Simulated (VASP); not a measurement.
A run of VASP 6.6.1 is set up as follows.

File INCAR:

```
PREC = Accurate
ENCUT = 520
EDIFF = 1E-6
ISMEAR = 0
SIGMA = 0.15
LREAL = False
LASPH = True
NELM = 150
ALGO = Normal
ISIF = 2
LWAVE = False
LCHARG = True
ISPIN = 2
MAGMOM = 1 1 0 0
LORBIT = 11
LMAXMIX = 4
GGA = PE
LELF = True
LVHAR = True
NBANDS = 28
```

The input KPOINTS:

```
regular mesh
0
Gamma
  5 5 5
```

Contents of POSCAR:

```
Ti2BN
1.0
    1.4844957821      0.8570740394      6.8035067056
   -1.4844957821      0.8570740394      6.8035067056
    0.0000000000     -1.7141480788      6.8035067056
Ti B N
2 1 1
Direct
    0.3909150001      0.3909150001      0.3909150001
    0.6090849999      0.6090849999      0.6090849999
    0.5000000000      0.5000000000      0.5000000000
    0.0000000000      0.0000000000      0.0000000000
```

Potentials or basis: VASP PAW PBE potentials, release 64 (Ti_sv, B, N).

Launch:

```sh
$ cat potpaw_PBE.64/Ti_sv/POTCAR potpaw_PBE.64/B/POTCAR potpaw_PBE.64/N/POTCAR > POTCAR
$ mpirun -np 1 vasp_std > vasp.out
```

**Question.** Predict the largest force.

**Answer.** 0.010 eV/Å.

**Question.** Estimate the band gap on the k mesh.

**Answer.** Zero (filled and empty bands overlap).

**Question.** Estimate the net moment.

**Answer.** 0.00 μB per cell.

Stress tensor (GPa, compression positive):
```
0.29 0.00 0.00
0.00 0.29 0.00
0.00 0.00 0.19
```

Caveat: the k points lie up to 0.49 Å⁻¹ apart, too coarse for converged energies and pressures of a metal.
